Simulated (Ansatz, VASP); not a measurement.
**One calculation of HfO2, two programs**

INCAR

```
PREC = Accurate
ENCUT = 520
EDIFF = 1E-6
ISMEAR = 0
SIGMA = 0.05
LREAL = False
LASPH = True
NELM = 60
ALGO = Normal
ISIF = 2
LWAVE = False
LCHARG = True
GGA = PS
LELF = True
LVHAR = True
NBANDS = 18
```

KPOINTS

```
regular mesh
0
Gamma
  8 8 8
```

Contents of POSCAR:

```
HfO2
1.0
    0.0000000000      2.3656875000      2.5575000000
    2.7493125000      0.0000000000      2.5575000000
    2.7493125000      2.3656875000      0.0000000000
Hf O
1 2
Direct
    0.0000000000      0.0000000000      0.0000000000
    0.2500000000      0.2500000000      0.2500000000
    0.7500000000      0.7500000000      0.7500000000
```

Input for Ansatz:

```yaml
crystal:
  lattice:
    - [0.0, 2.3656875, 2.5575]
    - [2.7493125, 0.0, 2.5575]
    - [2.7493125, 2.3656875, 0.0]
  atoms:
    - { symbol: Hf, position: [0.0, 0.0, 0.0] }
    - { symbol: O, position: [0.25, 0.25, 0.25] }
    - { symbol: O, position: [0.75, 0.75, 0.75] }
basis:
  ecutwfc: 420
kpoints:
  mp_grid: { grid: [8, 8, 8] }
hamiltonian:
  xc: pbesol
scf:
  occupations: { method: gaussian, width: 0.05 }
output:
  forces: true
  stress: true
  eigenvalues: true
```

Change from the starting cell: strain +0.0750 x Voigt [1, -1, 0, 0, 0, 0], atoms carried along.

Alike in both runs: task single point; functional PBEsol; k mesh 8 × 8 × 8; occupations gaussian, width 0.05 eV; no spin polarisation.

|  | VASP | Ansatz |
| --- | --- | --- |
| version | VASP 6.6.1 | Ansatz 0.2.0 |
| potentials or method | VASP PAW PBE potentials, release 64 (Hf_pv, O), cutoff 520 eV | scalar-relativistic, plane waves, PAW |
| valence electrons in the cell | 22 | 38 |

|  | VASP | Ansatz | Ansatz less VASP |
| --- | --- | --- | --- |
| gap on the k mesh at the Fermi level (eV) | 1.62 | 1.63 | +0.010 |
| least direct gap on the mesh (eV) | 2.07 | 2.08 | +0.013 |
| pressure (GPa) | -11.4 | -8.2 | +3.30 |
| traceless stress, the component that is largest in VASP (GPa) | 34.94 | 34.40 | -0.542 |

VASP's potentials were made for PBE, not for PBEsol. The functional is the same, so the differences come from potentials, cutoffs and numerics. VASP's potentials hold 22 valence electrons a cell and Ansatz's 38, so a difference there can come from the potentials and not from the codes.

Spin-orbit coupling is off throughout.
